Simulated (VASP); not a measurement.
# MoS2 (Amm2) in VASP: single point with PBEsol

Aim: the single point of MoS2 with PBEsol.

All numbers are computed with VASP 6.6.1; they aren't measurements. Logs are shortened: lines on timing, memory, paths and dates and some standing lists are left out, and cuts for length are marked.

## (1) The cell of the first run

Symmetry: Amm2, No. 38, orthorhombic system. Conventional cell: a = 12.579 Å, b = 3.141 Å, c = 5.441 Å, α = 90.00°, β = 90.00°, γ = 90.00°. Within 3.0 Å of Mo (site symmetry mm2) lie 6 S at 2.30 to 2.44 Å. Mo (site symmetry mm2) has 6 S at 2.35 to 2.49 Å and 6 Mo at 3.14 Å within 3.2 Å. Within 3.2 Å of S (site symmetry m) lie 3 Mo at 2.35 to 2.49 Å and 7 S at 3.12 to 3.14 Å. S (site symmetry m) has 3 Mo at 2.30 to 2.44 Å and 7 S at 3.12 to 3.14 Å within 3.2 Å.

## (2) Single point, PBEsol (all Mo atoms moved +0.125 Å, as atom 1 along Cartesian [0 1 0])

File INCAR:

```
SYSTEM = MoS2
ALGO = Normal
EDIFF = 1E-6
ENCUT = 520
GGA = PS
ISIF = 2
ISMEAR = 0
LASPH = .TRUE.
LCHARG = .TRUE.
LELF = .TRUE.
LREAL = .FALSE.
LVHAR = .TRUE.
LWAVE = .FALSE.
NBANDS = 35
NELM = 80
PREC = Accurate
SIGMA = 0.05
```

File KPOINTS:

```
k-points
0
G
  12 12 2
  0 0 0
```

File POSCAR:

```
MoS2
1.0
    3.1414322073      0.0000000000      0.0000000000
   -1.5707161036      2.7205600958      0.0000000000
    0.0000000000      0.0000000000     12.5788196111
Mo S
2 4
Direct
    0.3563065439      0.7126130878      0.2500000000
    0.6896398773      0.3792797545      0.7500000000
    0.3333333333      0.6666666667      0.6260538431
    0.6666666667      0.3333333333      0.1260538431
    0.3333333333      0.6666666667      0.8739461569
    0.6666666667      0.3333333333      0.3739461569
```

Potentials or basis: VASP PAW PBE potentials, release 64 (Mo_sv, S).

Started as:

```bash
$ cat potpaw_PBE.64/Mo_sv/POTCAR potpaw_PBE.64/S/POTCAR > POTCAR
$ mpirun -np 1 vasp_std > vasp.out
```

OUTCAR:

```text
SYSTEM = MoS2
   EDIFF = 1E-6
   ENCUT = 520
   GGA = PS
   ISIF = 2
   ISMEAR = 0
   LASPH = .TRUE.
   LREAL = .FALSE.
   NELM = 80
   PREC = Accurate

 ion  position               nearest neighbor table
   1  0.356  0.713  0.250-   4 2.30   6 2.30   4 2.44   6 2.44   4 2.44   6 2.44
   2  0.690  0.379  0.750-   3 2.35   5 2.35   3 2.35   5 2.35   3 2.49   5 2.49
   3  0.333  0.667  0.626-   2 2.35   2 2.35   2 2.49
   4  0.667  0.333  0.126-   1 2.30   1 2.44   1 2.44
   5  0.333  0.667  0.874-   2 2.35   2 2.35   2 2.49
   6  0.667  0.333  0.374-   1 2.30   1 2.44   1 2.44

  LATTYP: Found a hexagonal cell.
 ALAT       =     3.1414322073
 C/A-ratio  =     4.0041671381

  Lattice vectors:

 A1 = (   3.1414322073,   0.0000000000,   0.0000000000)
 A2 = (  -1.5707161036,   2.7205600958,   0.0000000000)
 A3 = (   0.0000000000,   0.0000000000,  12.5788196111)

Analysis of symmetry for initial positions (statically):
=====================================================================
 Subroutine PRICEL returns:
 Original cell was already a primitive cell.

 Routine SETGRP: Setting up the symmetry group for a
 hexagonal supercell.

 Subroutine GETGRP returns: Found  4 space group operations
 (whereof  2 operations were pure point group operations)
 out of a pool of 24 trial point group operations.

The static configuration has the point symmetry C_1h.
 The point group associated with its full space group is C_2v.

Analysis of symmetry for dynamics (positions and initial velocities):
=====================================================================
 Subroutine PRICEL returns:
 Original cell was already a primitive cell.

 Routine SETGRP: Setting up the symmetry group for a
 hexagonal supercell.

 Subroutine GETGRP returns: Found  4 space group operations
 (whereof  2 operations were pure point group operations)
 out of a pool of 24 trial point group operations.

The dynamic configuration has the point symmetry C_1h.
 The point group associated with its full space group is C_2v.

 Subroutine INISYM returns: Found  4 space group operations
 (whereof  2 operations are pure point group operations),
 and found     1 'primitive' translations

----------------------------------------------------------------------------------------

                                     Primitive cell

  volume of cell :     107.5043

  direct lattice vectors                    reciprocal lattice vectors
     3.141432207  0.000000000  0.000000000     0.318326144  0.183785685  0.000000000
    -1.570716104  2.720560096  0.000000000     0.000000000  0.367571369  0.000000000
     0.000000000  0.000000000 12.578819611     0.000000000  0.000000000  0.079498715

  length of vectors
     3.141432207  3.141432207 12.578819611     0.367571369  0.367571369  0.079498715

  position of ions in fractional coordinates (direct lattice)
     0.356306544  0.712613088  0.250000000
     0.689639877  0.379279754  0.750000000
     0.333333333  0.666666667  0.626053843
     0.666666667  0.333333333  0.126053843
     0.333333333  0.666666667  0.873946157
     0.666666667  0.333333333  0.373946157

  ion indices of the primitive-cell ions
   primitive index   ion index
                 1           1
                 2           2
                 3           3
                 4           4
                 5           5
                 6           6

----------------------------------------------------------------------------------------

 KPOINTS: k-points

Automatic generation of k-mesh.
 Grid dimensions read from file:
 generate k-points for:   12   12    2

 Generating k-lattice:

  Cartesian coordinates                     Fractional coordinates (reciprocal lattice)
     0.026527179  0.015315474  0.000000000     0.083333333  0.000000000  0.000000000
     0.000000000  0.030630947  0.000000000     0.000000000  0.083333333  0.000000000
     0.000000000  0.000000000  0.039749358     0.000000000  0.000000000  0.500000000

  Length of vectors
     0.030630947  0.030630947  0.039749358

  Shift w.r.t. Gamma in fractional coordinates (k-lattice)
     0.000000000  0.000000000  0.000000000

 Subroutine IBZKPT returns following result:
 ===========================================

 Found     86 irreducible k-points:

 Following reciprocal coordinates:
            Coordinates               Weight
  0.000000  0.000000  0.000000      1.000000
  0.083333  0.000000  0.000000      4.000000
  0.000000  0.083333  0.000000      2.000000
  0.166667  0.000000  0.000000      4.000000
  0.000000  0.166667  0.000000      2.000000
  0.250000 -0.000000  0.000000      4.000000
[... 16 lines left out ...]
 -0.083333  0.416667  0.000000      4.000000
 -0.416667  0.333333  0.000000      4.000000
 [... further k-points ...]
   k-points           NKPTS =     86   k-points in BZ     NKDIM =     86   number of bands    NBANDS=     35
   number of dos      NEDOS =    301   number of ions     NIONS =      6
   total plane-waves  NPLWV =  55296
   dimension x,y,z NGX =    24 NGY =   24 NGZ =   96
   dimension x,y,z NGXF=    48 NGYF=   48 NGZF=  192
   ions per type =               2   4
   NGX,Y,Z   is equivalent  to a cutoff of  12.70, 12.70, 12.69 a.u.
   NGXF,Y,Z  is equivalent  to a cutoff of  25.40, 25.40, 25.38 a.u.
 SYSTEM =  MoS2
   PREC   = accura    normal or accurate (medium, high low for compatibility)
   ISTART =      0    job   : 0-new  1-cont  2-samecut
   ICHARG =      2    charge: 1-file 2-atom 10-const
   ISPIN  =      1    spin polarized calculation?
   LNONCOLLINEAR =      F non collinear calculations
   LSORBIT =      F    spin-orbit coupling
   LASPH  =      T    aspherical Exc in radial PAW
   ENCUT  =  520.0 eV  38.22 Ry    6.18 a.u.   5.84  5.84 23.39*2*pi/ulx,y,z
   NELM   =     80;   NELMIN=  2; NELMDL= -5     # of ELM steps
   EDIFF  = 0.1E-05   stopping-criterion for ELM
   LREAL  =      F    real-space projection
   EDIFFG = 0.1E-04   stopping-criterion for IOM
   NSW    =      0    number of steps for IOM
   IBRION =     -1    ionic relax: 0-MD 1-quasi-New 2-CG
   NFREE  =      0    steps in history (QN), initial steepest desc. (CG)
   ISIF   =      2    stress and relaxation
   ISYM   =      2    0-nonsym 1-usesym 2-fastsym
   POTIM  = 0.5000    time-step for ionic-motion
   TEBEG  =    0.0;   TEEND  =   0.0 temperature during run
   PSTRESS=    0.0 pullay stress
   NELECT =      52.0000    total number of electrons
   NUPDOWN=      -1.0000    fix difference up-down
   EMIN   =  10.00;   EMAX   =-10.00  energy-range for DOS
   EFERMI =   0.00;   METHOD = LEGACY
   ISMEAR =     0;   SIGMA  =   0.05  broadening in eV -4-tet -1-fermi 0-gaus
   EFERMI_NEDOS =   21; number of points for ismear=-14 and -15
   IALGO  =     38    algorithm
   IMIX   =      4    mixing-type and parameters
     AMIX     =   0.40;   BMIX     =  1.00
     AMIX_MAG =   1.60;   BMIX_MAG =  1.00
  volume/ion in A,a.u.               =      17.92       120.91
  Fermi-wavevector in a.u.,A,eV,Ry     =   1.285091  2.428470 22.469472  1.651460
  Thomas-Fermi vector in A             =   2.417246
   LORBIT       =      0    0 simple, 1 ext, 2 COOP (PROOUT), +10 PAW based schemes
   GGA     = PS    functional components
   LHFCALC =     F    Hartree Fock is set to
   AEXX    =    0.0000 exact exchange contribution
   IVDW    =     0    specifies the selected vdW correction
   LEPSILON=     F    determine dielectric tensor
   LRPA    =     F    only Hartree local field effects (RPA)
 non-spin polarized calculation
 Gauss-broadening in eV      SIGMA  =   0.05
  energy-cutoff  :      520.00
  volume of cell :      107.50
 maximum number of plane-waves:      2922
   NGX = 11   NGY = 11   NGZ = 47

 number of electron      52.0000001 magnetization

 Free energy of the ion-electron system (eV)
  ---------------------------------------------------
  ext. energy  EPLUGINS =         0.00000000
  ---------------------------------------------------
  free energy    TOTEN  =       -46.58116271 eV

  energy without entropy =      -46.58116271  energy(sigma->0) =      -46.58116271

 E-fermi :   7.5316     XC(G=0): -10.9235

 val. band max:        7.2420096008   @ k =   0.0000   0.0000   0.0000
 cond. band min:       8.2420113424   @ k =   0.1667   0.1667   0.0000
 fundamental gap:      1.0000017415
 Fermi energy:         7.5316426461

 k-point     1 :       0.0000    0.0000    0.0000
  band No.  band energies     occupation
      1     -54.0169      2.00000
      2     -54.0133      2.00000
      3     -28.2428      2.00000
      4     -28.2420      2.00000
      5     -27.9889      2.00000
      6     -27.9799      2.00000
[... 27 lines left out ...]
     34      10.2075      0.00000
     35      13.0816      0.00000

 k-point     2 :       0.0833    0.0000    0.0000
  band No.  band energies     occupation
      1     -54.0138      2.00000
      2     -54.0103      2.00000
      3     -28.2370      2.00000
      4     -28.2359      2.00000
      5     -28.0155      2.00000
      6     -27.9964      2.00000
[... 27 lines left out ...]
     34      10.2952      0.00000
     35      13.5645      0.00000

 k-point     3 :       0.0000    0.0833    0.0000
  band No.  band energies     occupation
      1     -54.0139      2.00000
      2     -54.0103      2.00000
      3     -28.2366      2.00000
      4     -28.2364      2.00000
      5     -28.0105      2.00000
      6     -27.9955      2.00000
[... 27 lines left out ...]
     34      10.3375      0.00000
     35      13.5782      0.00000
[... 723 lines left out ...]
 k-point    23 :      -0.0833    0.4167    0.0000
  band No.  band energies     occupation
      1     -53.9777      2.00000
      2     -53.9732      2.00000
      3     -28.3538      2.00000
      4     -28.3001      2.00000
      5     -28.1681      2.00000
      6     -28.1624      2.00000
[... 27 lines left out ...]
     34      11.4690      0.00000
     35      13.6439      0.00000

 k-point    24 :      -0.4167    0.3333    0.0000
  band No.  band energies     occupation
      1     -53.9768      2.00000
      2     -53.9740      2.00000
      3     -28.3564      2.00000
      4     -28.3108      2.00000
      5     -28.1676      2.00000
      6     -28.1623      2.00000
[... 27 lines left out ...]
     34      11.6946      0.00000
     35      13.6515      0.00000

 [... further k-points ...]
[... 5 lines left out ...]
  --------------------------------------------------------------------------------------
  -------------------------------------------------------------------------------------
  Total        0.4940438      0.3707642      1.1019062      0.0000000      0.0000000      0.0000000
  in kB        7.3629207      5.5256390     16.4221230      0.0000000      0.0000000      0.0000000
  external PRESSURE =       9.7702276 kB  Pullay stress =       0.0000000 kB

 VOLUME and BASIS-vectors are now :
 -----------------------------------------------------------------------------
  energy-cutoff  :      520.00
  volume of cell :      107.50
      direct lattice vectors                 reciprocal lattice vectors
     3.141432207  0.000000000  0.000000000     0.318326144  0.183785685  0.000000000
    -1.570716104  2.720560096  0.000000000     0.000000000  0.367571369  0.000000000
     0.000000000  0.000000000 12.578819611     0.000000000  0.000000000  0.079498715

 POSITION                                       TOTAL-FORCE (eV/Angst)
 -----------------------------------------------------------------------------------
      0.00000      1.93871      3.14470        -0.000000     -2.654514      0.000000
      1.57072      1.03185      9.43411        -0.000000     -2.506125      0.000000
     -0.00000      1.81371      7.87502         0.000000      1.253833     -0.178282
      1.57072      0.90685      1.58561         0.000000      1.326486     -0.198911
     -0.00000      1.81371     10.99321         0.000000      1.253833      0.178282
      1.57072      0.90685      4.70380         0.000000      1.326486      0.198911
 -----------------------------------------------------------------------------------
    total drift:                               -0.000001     -0.000615      0.000000

  FREE ENERGIE OF THE ION-ELECTRON SYSTEM (eV)
  ---------------------------------------------------
  free  energy   TOTEN  =       -46.5811627137 eV

  energy  without entropy=      -46.5811627137  energy(sigma->0) =      -46.58116271
```

It took 3 min on 1 thread of AMD EPYC 9R45 (Zen 5), shared host; peak memory 0.36 GiB.

Results:

| Item | Value |
| --- | --- |
| Free energy | -46.5812 eV |
| Pressure | 1.0 GPa |
| Largest force | 2.655 eV/Å |
| Band gap on the k mesh | 1.00 eV (least direct gap 1.66 eV) |

Forces on the atoms (eV/Å):
```
Mo   0.000 -2.655  0.000
Mo   0.000 -2.506  0.000
S    0.000  1.254 -0.178
S    0.000  1.326 -0.199
S    0.000  1.254  0.178
S    0.000  1.326  0.199
```

Stress tensor (GPa, compression positive):
```
0.74 0.00 0.00
0.00 0.55 0.00
0.00 0.00 1.64
```

Caveat: the cell differs from its parent crystal (all Mo atoms moved +0.125 Å, as atom 1 along Cartesian [0 1 0]); the PAW data sets were made with another functional, which shifts forces and pressure a little; this functional lacks dispersion, which binds layers or chains, so the pressure and a relaxed spacing across them are unreliable.
